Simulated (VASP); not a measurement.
# Yb (I4/mmm) in VASP: single point with PBEsol

Aim: the single point of Yb with PBEsol.

Program: VASP 6.6.1. These are calculated values, not measurements. Logs are shortened: lines on timing, memory, paths and dates and some standing lists are left out, and cuts for length are marked.

### 1 The cell of the first run

It takes space group I4/mmm (No. 139, tetragonal). The conventional cell has a = 4.219 Å, b = 4.219 Å, c = 4.475 Å, α = 90.00°, β = 90.00°, γ = 90.00°. Yb (site symmetry 4/mmm) has 14 Yb at 3.73 to 4.48 Å within 4.9 Å.

### 2 Single point, PBEsol (z stretched by +4 % at fixed volume)

INCAR reads:

```
SYSTEM = Yb
ALGO = Normal ; EDIFF = 1E-7
ENCUT = 520 ; GGA = PS
ISIF = 2 ; ISMEAR = -1
LASPH = .True. ; LCHARG = .True.
LELF = .True. ; LREAL = .False.
LVHAR = .True. ; LWAVE = .False.
NBANDS = 18 ; NELM = 60
PREC = Accurate ; SIGMA = 0.05
```

KPOINTS reads:

```
k-points
0
Gamma
  12 12 12
  0 0 0
```

POSCAR reads:

```
Yb
1.0
   -2.1097026539      2.1097026539      2.2375423200
    2.1097026539     -2.1097026539      2.2375423200
    2.1097026539      2.1097026539     -2.2375423200
Yb
1
Direct
    0.0000000000      0.0000000000      0.0000000000
```

Potentials or basis: VASP PAW PBE potentials, release 64 (Yb).

Run with:

```sh
> cat potpaw_PBE.64/Yb/POTCAR > POTCAR
> mpirun -np 1 vasp_std > vasp.out
```

OUTCAR:

```text
SYSTEM = Yb
   EDIFF = 1E-7
   ENCUT = 520
   GGA = PS
   ISIF = 2
   ISMEAR = -1
   LASPH = .True.
   LREAL = .False.
   NELM = 60
   PREC = Accurate

 ion  position               nearest neighbor table
   1  0.000  0.000  0.000-

  LATTYP: Found a body centered tetragonal cell.
 ALAT       =     4.2194053078
 C/A-ratio  =     1.0605960588

  Lattice vectors:

 A1 = (  -2.1097026539,   2.1097026539,   2.2375423200)
 A2 = (   2.1097026539,  -2.1097026539,   2.2375423200)
 A3 = (   2.1097026539,   2.1097026539,  -2.2375423200)

Analysis of symmetry for initial positions (statically):
=====================================================================
 Subroutine PRICEL returns:
 Original cell was already a primitive cell.

 Routine SETGRP: Setting up the symmetry group for a
 body centered tetragonal supercell.

 Subroutine GETGRP returns: Found 16 space group operations
 (whereof 16 operations were pure point group operations)
 out of a pool of 16 trial point group operations.

The static configuration has the point symmetry D_4h.

Analysis of symmetry for dynamics (positions and initial velocities):
=====================================================================
 Subroutine PRICEL returns:
 Original cell was already a primitive cell.

 Routine SETGRP: Setting up the symmetry group for a
 body centered tetragonal supercell.

 Subroutine GETGRP returns: Found 16 space group operations
 (whereof 16 operations were pure point group operations)
 out of a pool of 16 trial point group operations.

The dynamic configuration has the point symmetry D_4h.

 Subroutine INISYM returns: Found 16 space group operations
 (whereof 16 operations are pure point group operations),
 and found     1 'primitive' translations

----------------------------------------------------------------------------------------

                                     Primitive cell

  volume of cell :      39.8358

  direct lattice vectors                    reciprocal lattice vectors
    -2.109702654  2.109702654  2.237542320     0.000000000  0.237000223  0.223459461
     2.109702654 -2.109702654  2.237542320     0.237000223  0.000000000  0.223459461
     2.109702654  2.109702654 -2.237542320     0.237000223  0.237000223  0.000000000

[... 67 lines left out ...]
   dimension x,y,z NGXF=    56 NGYF=   56 NGZF=   56
   ions per type =               1
   NGX,Y,Z   is equivalent  to a cutoff of  12.48, 12.48, 12.48 a.u.
   NGXF,Y,Z  is equivalent  to a cutoff of  24.96, 24.96, 24.96 a.u.
 SYSTEM =  Yb
   PREC   = accura    normal or accurate (medium, high low for compatibility)
   ISTART =      0    job   : 0-new  1-cont  2-samecut
   ICHARG =      2    charge: 1-file 2-atom 10-const
   ISPIN  =      1    spin polarized calculation?
   LNONCOLLINEAR =      F non collinear calculations
   LSORBIT =      F    spin-orbit coupling
   LASPH  =      T    aspherical Exc in radial PAW
   ENCUT  =  520.0 eV  38.22 Ry    6.18 a.u.   6.93  6.93  6.93*2*pi/ulx,y,z
   NELM   =     60;   NELMIN=  2; NELMDL= -5     # of ELM steps
   EDIFF  = 0.1E-06   stopping-criterion for ELM
   LREAL  =      F    real-space projection
   EDIFFG = 0.1E-05   stopping-criterion for IOM
   NSW    =      0    number of steps for IOM
   IBRION =     -1    ionic relax: 0-MD 1-quasi-New 2-CG
   NFREE  =      0    steps in history (QN), initial steepest desc. (CG)
   ISIF   =      2    stress and relaxation
   ISYM   =      2    0-nonsym 1-usesym 2-fastsym
   POTIM  = 0.5000    time-step for ionic-motion
   TEBEG  =    0.0;   TEEND  =   0.0 temperature during run
   PSTRESS=    0.0 pullay stress
   NELECT =      24.0000    total number of electrons
   NUPDOWN=      -1.0000    fix difference up-down
   EMIN   =  10.00;   EMAX   =-10.00  energy-range for DOS
   EFERMI =   0.00;   METHOD = LEGACY
   ISMEAR =    -1;   SIGMA  =   0.05  broadening in eV -4-tet -1-fermi 0-gaus
   EFERMI_NEDOS =   21; number of points for ismear=-14 and -15
   IALGO  =     38    algorithm
   IMIX   =      4    mixing-type and parameters
     AMIX     =   0.40;   BMIX     =  1.00
     AMIX_MAG =   1.60;   BMIX_MAG =  1.00
  volume/ion in A,a.u.               =      39.84       268.83
  Fermi-wavevector in a.u.,A,eV,Ry     =   1.382677  2.612880 26.011550  1.911795
  Thomas-Fermi vector in A             =   2.507346
   LORBIT       =      0    0 simple, 1 ext, 2 COOP (PROOUT), +10 PAW based schemes
   GGA     = PS    functional components
   LHFCALC =     F    Hartree Fock is set to
   AEXX    =    0.0000 exact exchange contribution
   IVDW    =     0    specifies the selected vdW correction
   LEPSILON=     F    determine dielectric tensor
   LRPA    =     F    only Hartree local field effects (RPA)
 non-spin polarized calculation
  energy-cutoff  :      520.00
  volume of cell :       39.84
 maximum number of plane-waves:      1096
   NGX = 13   NGY = 13   NGZ = 13

 number of electron      23.9999993 magnetization

 Free energy of the ion-electron system (eV)
  ---------------------------------------------------
  ext. energy  EPLUGINS =         0.00000000
  ---------------------------------------------------
  free energy    TOTEN  =        -3.83062145 eV

  energy without entropy =       -3.81635222  energy(sigma->0) =       -3.82348683

 E-fermi :   1.1424     XC(G=0):  -9.1150

 val. band max:        1.1257635715   @ k =  -0.3333   0.5000   0.3333
 cond. band min:       1.1604114256   @ k =  -0.4167  -0.4167   0.4167
 fundamental gap:      0.0346478541
 Fermi energy:         1.1424367054

 k-point     1 :       0.0000    0.0000    0.0000
  band No.  band energies     occupation
      1     -50.6734      2.00000
      2     -22.9045      2.00000
      3     -22.9044      2.00000
      4     -22.9044      2.00000
      5      -3.7929      2.00000
      6       0.7229      1.99955
[... 481 lines left out ...]
      5      -1.2395      2.00000
      6       0.7408      1.99935
[... 10 lines left out ...]
     17       6.4510      0.00000
     18       8.7532      0.00000

 [... further k-points ...]
[... 5 lines left out ...]
  --------------------------------------------------------------------------------------
  -------------------------------------------------------------------------------------
  Total       -0.9835506     -0.9835506     -1.0283558      0.0000000      0.0000000      0.0000000
  in kB      -39.5579291    -39.5579291    -41.3599717      0.0000000      0.0000000      0.0000000
  external PRESSURE =     -40.1586100 kB  Pullay stress =       0.0000000 kB

 VOLUME and BASIS-vectors are now :
 -----------------------------------------------------------------------------
  energy-cutoff  :      520.00
  volume of cell :       39.84
      direct lattice vectors                 reciprocal lattice vectors
    -2.109702654  2.109702654  2.237542320     0.000000000  0.237000223  0.223459461
     2.109702654 -2.109702654  2.237542320     0.237000223  0.000000000  0.223459461
     2.109702654  2.109702654 -2.237542320     0.237000223  0.237000223  0.000000000

 POSITION                                       TOTAL-FORCE (eV/Angst)
 -----------------------------------------------------------------------------------
      0.00000      0.00000      0.00000         0.000000      0.000000      0.000000
 -----------------------------------------------------------------------------------
    total drift:                                0.000000     -0.000000      0.000000

  FREE ENERGIE OF THE ION-ELECTRON SYSTEM (eV)
  ---------------------------------------------------
  free  energy   TOTEN  =        -3.8306214475 eV

  energy  without entropy=       -3.8163522151  energy(sigma->0) =       -3.82348683
```

OSZICAR:

```text
N       E                     dE             d eps       ncg     rms          rms(c)
DAV:   1     0.122181272504E+03    0.12218E+03   -0.87783E+03  7384   0.893E+03
DAV:   2     0.130616656431E+02   -0.10912E+03   -0.10530E+03  7550   0.541E+02
DAV:   3    -0.164861334033E+01   -0.14710E+02   -0.14557E+02  8816   0.118E+02
DAV:   4    -0.390806044341E+01   -0.22594E+01   -0.22511E+01 11490   0.359E+01
[... 19 lines left out ...]
DAV:  24    -0.383063662782E+01    0.32322E-04   -0.34273E-05 11612   0.678E-01    0.196E-01
DAV:  25    -0.383062206103E+01    0.14567E-04   -0.21274E-05  9780   0.654E-01    0.805E-02
DAV:  26    -0.383062133088E+01    0.73016E-06   -0.82317E-06 11704   0.267E-01    0.256E-02
DAV:  27    -0.383062143948E+01   -0.10860E-06   -0.96517E-07  8914   0.284E-02    0.157E-02
DAV:  28    -0.383062144749E+01   -0.80099E-08   -0.78727E-08  4362   0.156E-02
   1 F= -.38306214E+01 E0= -.38234868E+01  d E =-.142692E-01
```

It took 6.4 min on 1 thread of Oxide Virtual Turin-like, shared host; peak memory 0.23 GiB.

What came out:

- Free energy: -3.8306 eV
- Pressure: -4.0 GPa
- Band gap on the k mesh: zero (bands 12 and 13 overlap by 0.53 eV)

Stress tensor (GPa, compression positive):
```
-3.96  0.00  0.00
 0.00 -3.96  0.00
 0.00  0.00 -4.14
```

Caveat: the cell stands under tension; the PAW data sets were made with another functional, which shifts forces and pressure a little; spin-orbit coupling is left out, which moves the levels of the heavy elements.

The gap in the log of VASP goes by the Fermi energy; the results here count the filled bands.